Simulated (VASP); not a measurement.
# Na in VASP: a series of runs

Runs on Na. Level: PBEsol. Tasks: electric field gradients.

All numbers are computed with VASP 6.6.1; they aren't measurements. Logs are shortened: lines on timing, memory, paths and dates and some standing lists are left out, and cuts for length are marked.

## 1. The cell of the first run

It takes space group R-3m (No. 166, trigonal). Conventional cell: a = 6.019 Å, b = 6.019 Å, c = 3.631 Å, α = 90.00°, β = 90.00°, γ = 120.00°. Na (site symmetry -3m) has 14 Na at 3.63 to 4.24 Å within 4.8 Å.

## 2. Electric field gradients, PBEsol (equal xy, yz and zx shear strains of -1 %)

Contents of INCAR:

```
  PREC = Accurate
  ENCUT = 520
  EDIFF = 1E-8
  ISMEAR = -1
  SIGMA = 0.05
  LREAL = False
  LASPH = True
  NELM = 100
  ALGO = Normal
  ISIF = 2
  LWAVE = False
  LCHARG = False
  GGA = PS
  LEFG = True
  NBANDS = 10
```

Contents of KPOINTS:

```
regular mesh
0
Gamma
  12 12 12
```

Contents of POSCAR:

```
Na
1.0
   -2.1386750000      2.1175000000      2.1175000000
    2.1175000000     -2.1386750000      2.1175000000
    2.1175000000      2.1175000000     -2.1386750000
Na
1
Direct
    0.0000000000      0.0000000000      0.0000000000
```

Potentials or basis: VASP PAW PBE potentials, release 64 (Na_pv).

Run with:

```bash
$ cat potpaw_PBE.64/Na_pv/POTCAR > POTCAR
$ mpirun -np 1 vasp_std > vasp.out
```

OUTCAR:

```text
PREC = Accurate
   ENCUT = 520
   EDIFF = 1E-8
   ISMEAR = -1
   LREAL = False
   LASPH = True
   NELM = 100
   ISIF = 2
   GGA = PS

 ion  position               nearest neighbor table
   1  0.000  0.000  0.000-

  LATTYP: Found a trigonal (rhomboedric) cell.
 ALAT       =     3.6798835927
 COS(alpha) =    -0.3377371610

  Lattice vectors:

 A1 = (  -2.1386750000,   2.1175000000,   2.1175000000)
 A2 = (   2.1175000000,  -2.1386750000,   2.1175000000)
 A3 = (   2.1175000000,   2.1175000000,  -2.1386750000)

Analysis of symmetry for initial positions (statically):
=====================================================================
 Subroutine PRICEL returns:
 Original cell was already a primitive cell.

 Routine SETGRP: Setting up the symmetry group for a
 trigonal (rhombohedral) supercell.

 Subroutine GETGRP returns: Found 12 space group operations
 (whereof 12 operations were pure point group operations)
 out of a pool of 12 trial point group operations.

The static configuration has the point symmetry D_3d.

Analysis of symmetry for dynamics (positions and initial velocities):
=====================================================================
 Subroutine PRICEL returns:
 Original cell was already a primitive cell.

 Routine SETGRP: Setting up the symmetry group for a
 trigonal (rhombohedral) supercell.

 Subroutine GETGRP returns: Found 12 space group operations
 (whereof 12 operations were pure point group operations)
 out of a pool of 12 trial point group operations.

The dynamic configuration has the point symmetry D_3d.

 Subroutine INISYM returns: Found 12 space group operations
 (whereof 12 operations are pure point group operations),
 and found     1 'primitive' translations

----------------------------------------------------------------------------------------

                                     Primitive cell

  volume of cell :      37.9750

  direct lattice vectors                    reciprocal lattice vectors
    -2.138675000  2.117500000  2.117500000     0.002373260  0.237326005  0.237326005
     2.117500000 -2.138675000  2.117500000     0.237326005  0.002373260  0.237326005
     2.117500000  2.117500000 -2.138675000     0.237326005  0.237326005  0.002373260

[... 114 lines left out ...]
  volume of cell :       37.97
 maximum number of plane-waves:      1037
   NGX = 13   NGY = 13   NGZ = 13

 number of electron       7.0000011 magnetization

 Free energy of the ion-electron system (eV)
  ---------------------------------------------------
  ext. energy  EPLUGINS =         0.00000000
  ---------------------------------------------------
  free energy    TOTEN  =        -1.39768595 eV

  energy without entropy =       -1.39236182  energy(sigma->0) =       -1.39502389

 E-fermi :   0.2025     XC(G=0):  -6.4379

 val. band max:        0.1923810687   @ k =  -0.2500  -0.3333   0.1667
 cond. band min:       0.2140692235   @ k =   0.3333   0.0833   0.0833
 fundamental gap:      0.0216881547
 Fermi energy:         0.2025021709

 k-point     1 :       0.0000    0.0000    0.0000
  band No.  band energies     occupation
      1     -24.5672      2.00000
      2     -24.5667      2.00000
      3     -24.5667      2.00000
      4      -2.9885      2.00000
      5      11.7646      0.00000
      6      11.8158      0.00000
      7      11.8158      0.00000
      8      12.8327      0.00000
      9      12.8327      0.00000
     10      13.1911      0.00000
[... 287 lines left out ...]
 k-point    24 :      -0.4167    0.1667   -0.0000
  band No.  band energies     occupation
      1     -24.5916      2.00000
      2     -24.5774      2.00000
      3     -24.5691      2.00000
      4      -0.7498      2.00000
      5       4.6840      0.00000
      6       6.0289      0.00000
      7       8.7527      0.00000
      8      11.2669      0.00000
      9      12.6560      0.00000
     10      14.1883      0.00000

 [... further k-points ...]
[... 5 lines left out ...]
  --------------------------------------------------------------------------------------
  -------------------------------------------------------------------------------------
  Total       -0.0763437     -0.0763437     -0.0763437      0.0098767      0.0098767      0.0098767
  in kB       -3.2209668     -3.2209668     -3.2209668      0.4167027      0.4167027      0.4167027
  external PRESSURE =      -3.2209668 kB  Pullay stress =       0.0000000 kB

 VOLUME and BASIS-vectors are now :
 -----------------------------------------------------------------------------
  energy-cutoff  :      520.00
  volume of cell :       37.97
      direct lattice vectors                 reciprocal lattice vectors
    -2.138675000  2.117500000  2.117500000     0.002373260  0.237326005  0.237326005
     2.117500000 -2.138675000  2.117500000     0.237326005  0.002373260  0.237326005
     2.117500000  2.117500000 -2.138675000     0.237326005  0.237326005  0.002373260

 POSITION                                       TOTAL-FORCE (eV/Angst)
 -----------------------------------------------------------------------------------
      0.00000      0.00000      0.00000        -0.000000      0.000000     -0.000000
 -----------------------------------------------------------------------------------
    total drift:                               -0.000000     -0.000000     -0.000000

  FREE ENERGIE OF THE ION-ELECTRON SYSTEM (eV)
  ---------------------------------------------------
  free  energy   TOTEN  =        -1.3976859548 eV

  energy  without entropy=       -1.3923618207  energy(sigma->0) =       -1.39502389

 Electric field gradients (V/A^2)
---------------------------------------------------------------------
 ion       V_xx      V_yy      V_zz      V_xy      V_xz      V_yz
---------------------------------------------------------------------
   1      -0.000     0.000    -0.000     0.120     0.120     0.120
---------------------------------------------------------------------

 Electric field gradients after diagonalization (V/A^2)
 (convention: |V_zz| > |V_xx| > |V_yy|)
----------------------------------------------------------------------
 ion       V_xx      V_yy      V_zz     asymmetry (V_yy - V_xx)/ V_zz
----------------------------------------------------------------------
   1      -0.120    -0.120     0.241       0.000
----------------------------------------------------------------------

           NMR quadrupolar parameters

 Cq : quadrupolar parameter    Cq=e*Q*V_zz/h
 eta: asymmetry parameters     (V_yy - V_xx)/ V_zz
 Q  : nuclear electric quadrupole moment in mb (millibarn)
----------------------------------------------------------------------
 ion       Cq(MHz)       eta       Q (mb)
----------------------------------------------------------------------
   1       0.001       0.000       1.000
----------------------------------------------------------------------
```

It took 17 s on 1 thread of Intel Xeon 6975P-C (Granite Rapids), shared host; peak memory 0.19 GiB.

Results:

```
Free energy                             : -1.3977 eV
Pressure                                : -0.3 GPa
Band gap on the k mesh                  : zero (an odd number of electrons rules out a gap without spin polarisation)
Largest electric field gradient by atom : Na +0.24 V/Å²
```

Caveat: the cell differs from its parent crystal (equal xy, yz and zx shear strains of -1 %); without QUAD_EFG the Cq values of the log hold for a quadrupole moment of 1 mb, not for the nuclei; the PAW data sets were made with another functional, which shifts forces and pressure a little.

## 3. Electric field gradients, PBEsol (equal xy, yz and zx shear strains of +2 %)

Contents of INCAR:

```
SYSTEM = Na
PREC = Accurate ; ENCUT = 520
EDIFF = 1E-8 ; ISMEAR = -1
SIGMA = 0.05 ; LREAL = .False.
LASPH = .True. ; NELM = 100
ALGO = Normal ; ISIF = 2
LWAVE = .False. ; LCHARG = .False.
GGA = PS ; LEFG = .True.
NBANDS = 10
```

Contents of KPOINTS:

```
Automatic mesh
0
Gamma
  12 12 12
  0 0 0
```

Contents of POSCAR:

```
Na
1.0
   -2.0751500000      2.1175000000      2.1175000000
    2.1175000000     -2.0751500000      2.1175000000
    2.1175000000      2.1175000000     -2.0751500000
Na
1
Direct
    0.0000000000      0.0000000000      0.0000000000
```

Potentials or basis: VASP PAW PBE potentials, release 64 (Na_pv).

Run with:

```bash
$ cat potpaw_PBE.64/Na_pv/POTCAR > POTCAR
$ mpirun -np 1 vasp_std > vasp.out
```

OUTCAR:

```text
SYSTEM = Na
   PREC = Accurate
   ENCUT = 520
   EDIFF = 1E-8
   ISMEAR = -1
   LREAL = .False.
   LASPH = .True.
   NELM = 100
   ISIF = 2
   GGA = PS

 ion  position               nearest neighbor table
   1  0.000  0.000  0.000-

  LATTYP: Found a trigonal (rhomboedric) cell.
 ALAT       =     3.6433308967
 COS(alpha) =    -0.3242805026

  Lattice vectors:

 A1 = (  -2.0751500000,   2.1175000000,   2.1175000000)
 A2 = (   2.1175000000,  -2.0751500000,   2.1175000000)
 A3 = (   2.1175000000,   2.1175000000,  -2.0751500000)

Analysis of symmetry for initial positions (statically):
=====================================================================
 Subroutine PRICEL returns:
 Original cell was already a primitive cell.

 Routine SETGRP: Setting up the symmetry group for a
 trigonal (rhombohedral) supercell.

 Subroutine GETGRP returns: Found 12 space group operations
 (whereof 12 operations were pure point group operations)
 out of a pool of 12 trial point group operations.

The static configuration has the point symmetry D_3d.

Analysis of symmetry for dynamics (positions and initial velocities):
=====================================================================
 Subroutine PRICEL returns:
 Original cell was already a primitive cell.

 Routine SETGRP: Setting up the symmetry group for a
 trigonal (rhombohedral) supercell.

 Subroutine GETGRP returns: Found 12 space group operations
 (whereof 12 operations were pure point group operations)
 out of a pool of 12 trial point group operations.

The dynamic configuration has the point symmetry D_3d.

 Subroutine INISYM returns: Found 12 space group operations
[... 147 lines left out ...]
 Fermi energy:         0.2060333265

 k-point     1 :       0.0000    0.0000    0.0000
  band No.  band energies     occupation
      1     -24.5671      2.00000
      2     -24.5671      2.00000
      3     -24.5663      2.00000
      4      -2.9883      2.00000
      5      11.6874      0.00000
      6      11.6874      0.00000
      7      11.9134      0.00000
      8      12.9005      0.00000
      9      12.9006      0.00000
     10      13.0845      0.00000
[... 287 lines left out ...]
 k-point    24 :      -0.4167    0.1667   -0.0000
  band No.  band energies     occupation
      1     -24.5931      2.00000
      2     -24.5752      2.00000
      3     -24.5693      2.00000
      4      -0.7453      2.00000
      5       4.4179      0.00000
      6       6.1916      0.00000
      7       9.0176      0.00000
      8      11.2159      0.00000
      9      12.9412      0.00000
     10      14.2092      0.00000

 [... further k-points ...]
[... 5 lines left out ...]
  --------------------------------------------------------------------------------------
  -------------------------------------------------------------------------------------
  Total       -0.0757075     -0.0757075     -0.0757075     -0.0199577     -0.0199577     -0.0199577
  in kB       -3.1948377     -3.1948377     -3.1948377     -0.8422081     -0.8422081     -0.8422081
  external PRESSURE =      -3.1948377 kB  Pullay stress =       0.0000000 kB

 VOLUME and BASIS-vectors are now :
 -----------------------------------------------------------------------------
  energy-cutoff  :      520.00
  volume of cell :       37.97
      direct lattice vectors                 reciprocal lattice vectors
    -2.075150000  2.117500000  2.117500000    -0.004676718  0.233835917  0.233835917
     2.117500000 -2.075150000  2.117500000     0.233835917 -0.004676718  0.233835917
     2.117500000  2.117500000 -2.075150000     0.233835917  0.233835917 -0.004676718

 POSITION                                       TOTAL-FORCE (eV/Angst)
 -----------------------------------------------------------------------------------
      0.00000      0.00000      0.00000        -0.000000      0.000000     -0.000000
 -----------------------------------------------------------------------------------
    total drift:                               -0.000000     -0.000000     -0.000000

  FREE ENERGIE OF THE ION-ELECTRON SYSTEM (eV)
  ---------------------------------------------------
  free  energy   TOTEN  =        -1.3972773074 eV

  energy  without entropy=       -1.3921771820  energy(sigma->0) =       -1.39472724

 Electric field gradients (V/A^2)
---------------------------------------------------------------------
 ion       V_xx      V_yy      V_zz      V_xy      V_xz      V_yz
---------------------------------------------------------------------
   1      -0.000    -0.000     0.000    -0.207    -0.207    -0.207
---------------------------------------------------------------------

 Electric field gradients after diagonalization (V/A^2)
 (convention: |V_zz| > |V_xx| > |V_yy|)
----------------------------------------------------------------------
 ion       V_xx      V_yy      V_zz     asymmetry (V_yy - V_xx)/ V_zz
----------------------------------------------------------------------
   1       0.207     0.207    -0.415       0.000
----------------------------------------------------------------------

           NMR quadrupolar parameters

 Cq : quadrupolar parameter    Cq=e*Q*V_zz/h
 eta: asymmetry parameters     (V_yy - V_xx)/ V_zz
 Q  : nuclear electric quadrupole moment in mb (millibarn)
----------------------------------------------------------------------
 ion       Cq(MHz)       eta       Q (mb)
----------------------------------------------------------------------
   1      -0.001       0.000       1.000
----------------------------------------------------------------------
```

OSZICAR:

```text
N       E                     dE             d eps       ncg     rms          rms(c)
DAV:   1     0.288799705945E+02    0.28880E+02   -0.37000E+03  3782   0.571E+02
DAV:   2    -0.747552449458E+00   -0.29628E+02   -0.29489E+02  3908   0.153E+02
DAV:   3    -0.139381483610E+01   -0.64626E+00   -0.64574E+00  4536   0.244E+01
DAV:   4    -0.139925813034E+01   -0.54433E-02   -0.54429E-02  4488   0.219E+00
DAV:   5    -0.139933602567E+01   -0.77895E-04   -0.77895E-04  4314   0.260E-01    0.234E-01
DAV:   6    -0.139775236400E+01    0.15837E-02   -0.27637E-03  4402   0.765E-01    0.142E-01
DAV:   7    -0.139733033024E+01    0.42203E-03   -0.24963E-03  4254   0.650E-01    0.457E-02
DAV:   8    -0.139727677974E+01    0.53550E-04   -0.20140E-04  4324   0.246E-01    0.209E-03
DAV:   9    -0.139727711193E+01   -0.33219E-06   -0.79748E-07  4396   0.944E-03    0.115E-03
DAV:  10    -0.139727731411E+01   -0.20218E-06   -0.37203E-08  4270   0.119E-03    0.118E-04
DAV:  11    -0.139727730736E+01    0.67489E-08   -0.97700E-10  2522   0.399E-04
   1 F= -.13972773E+01 E0= -.13947272E+01  d E =-.510013E-02
```

stdout:

```text
POSCAR found type information on POSCAR Na
 POSCAR found :  1 types and       1 ions
 scaLAPACK will be used
 -----------------------------------------------------------------------------
|                                                                             |
|                                                                             |
|     You enforced a specific xc type in the INCAR file but a different       |
|     I HOPE YOU KNOW WHAT YOU ARE DOING!                                     |
|                                                                             |
 -----------------------------------------------------------------------------

 LDA part: xc-table for (Slater+PW92), standard interpolation
 POSCAR, INCAR and KPOINTS ok, starting setup
 FFT: planning ... GRIDC
 FFT: planning ... GRID_SOFT
 FFT: planning ... GRID
 WAVECAR not read
 entering main loop
ion   1
```

Wall time 18 s (1 thread of Intel Xeon 6975P-C (Granite Rapids), shared host); peak memory 0.18 GiB.

Results:

```
Free energy                             : -1.3973 eV
Pressure                                : -0.3 GPa
Band gap on the k mesh                  : zero (an odd number of electrons rules out a gap without spin polarisation)
Largest electric field gradient by atom : Na -0.4 V/Å²
```

Stress tensor (GPa, compression positive):
```
-0.32 -0.08 -0.08
-0.08 -0.32 -0.08
-0.08 -0.08 -0.32
```

Levels at points of the mesh, in eV from the Fermi level:
| k point | band 1 | band 2 | band 3 | band 4 | band 5 | band 6 | band 7 | band 8 |
| --- | --- | --- | --- | --- | --- | --- | --- | --- |
| (0.00, 0.00, 0.00) | -24.77 | -24.77 | -24.77 | -3.19 | 11.48 | 11.48 | 11.71 | 12.69 |
| (0.50, 0.00, 0.00) | -24.80 | -24.78 | -24.77 | 0.71 | 1.15 | 8.19 | 9.13 | 9.23 |
| (0.50, 0.50, 0.00) | -24.81 | -24.79 | -24.77 | 0.85 | 1.32 | 8.04 | 8.67 | 9.35 |
| (0.50, 0.50, 0.50) | -24.80 | -24.80 | -24.79 | 4.51 | 4.51 | 4.82 | 4.82 | 4.89 |

Electric field gradients, principal values (V/Å²):
```csv
atom,least,middle,greatest (by size)
1 Na,0.207,0.207,-0.415
```

Caveat: the cell differs from its parent crystal (equal xy, yz and zx shear strains of +2 %); without QUAD_EFG the Cq values of the log hold for a quadrupole moment of 1 mb, not for the nuclei; the PAW data sets were made with another functional, which shifts forces and pressure a little.

[end of part 1 of 2]
